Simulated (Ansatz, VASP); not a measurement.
Na2S in VASP and in Ansatz

POSCAR

```
Na2S
1.0
    0.0000000000      3.2554324508      3.2554324508
    3.2554324508      0.0000000000      3.2554324508
    3.2554324508      3.2554324508      0.0000000000
S Na
1 2
Direct
    0.0000000000      0.0000000000      0.0000000000
    0.2500000000      0.2500000000      0.2500000000
    0.7500000000      0.7500000000      0.7500000000
```

Contents of INCAR.step1:

```
  ALGO = Normal
  EDIFF = 1E-5
  ENCUT = 550
  GGA = PE
  GGA_COMPAT = F
  ISMEAR = 0
  LASPH = T
  LCHARG = F
  LREAL = F
  LWAVE = T
  NBANDS = 17
  NELM = 120
  PREC = Accurate
  SIGMA = 0.01
```

The input INCAR.step2:

```
  ALGO = Normal
  EDIFF = 1E-6
  ENCUT = 550
  GGA_COMPAT = F
  ISIF = 2
  ISMEAR = 0
  ISTART = 1
  LASPH = T
  LCHARG = F
  LMIXTAU = T
  LREAL = F
  LWAVE = F
  METAGGA = R2SCAN
  NBANDS = 17
  NELM = 120
  PREC = Accurate
  SIGMA = 0.01
```

Contents of KPOINTS:

```
k-points
0
Gamma
  8 8 8
```

Input for Ansatz:

```yaml
crystal:
  lattice:
    - [0.0, 3.2554324508, 3.2554324508]
    - [3.2554324508, 0.0, 3.2554324508]
    - [3.2554324508, 3.2554324508, 0.0]
  atoms:
    - { symbol: S, position: [0.0, 0.0, 0.0] }
    - { symbol: Na, position: [0.25, 0.25, 0.25] }
    - { symbol: Na, position: [0.75, 0.75, 0.75] }
kpoints:
  mp_grid: { grid: [8, 8, 8] }
  band_path:
    path:
      - [0.0, 0.0, 0.0]
      - [0.5, 0.0, 0.5]
      - [0.625, 0.25, 0.625]
      - [0.375, 0.375, 0.75]
      - [0.5, 0.5, 0.5]
      - [0.5, 0.25, 0.75]
    npoints: 1
hamiltonian:
  xc: r2scan
scf:
  occupations: { method: fixed }
  n_extra_bands: 4
output:
  forces: true
  stress: true
  eigenvalues: true
```

Alike in both runs: task single point; functional r2SCAN; k mesh 8 × 8 × 8; no spin polarisation.

|  | VASP | Ansatz |
| --- | --- | --- |
| version | VASP 6.6.1 | Ansatz 0.2.0 |
| potentials or method | VASP PAW PBE potentials, release 64 (S, Na_pv) | plane waves, PAW |
| plane-wave cutoff (eV) | 550 | 500 |
| occupations | gaussian, width 0.01 eV | fixed |
| valence electrons in the cell | 20 | 24 |

|  | VASP | Ansatz | Ansatz less VASP |
| --- | --- | --- | --- |
| gap on the k mesh at the Fermi level (eV) | 3.11 | 3.09 | -0.025 |
| pressure (GPa) | -0.1 | 0.0 | +0.07 |

VASP's potentials were made for PBE, not for r2SCAN. VASP's potentials hold 20 valence electrons a cell and Ansatz's 24, so a difference there can come from the potentials and not from the codes.
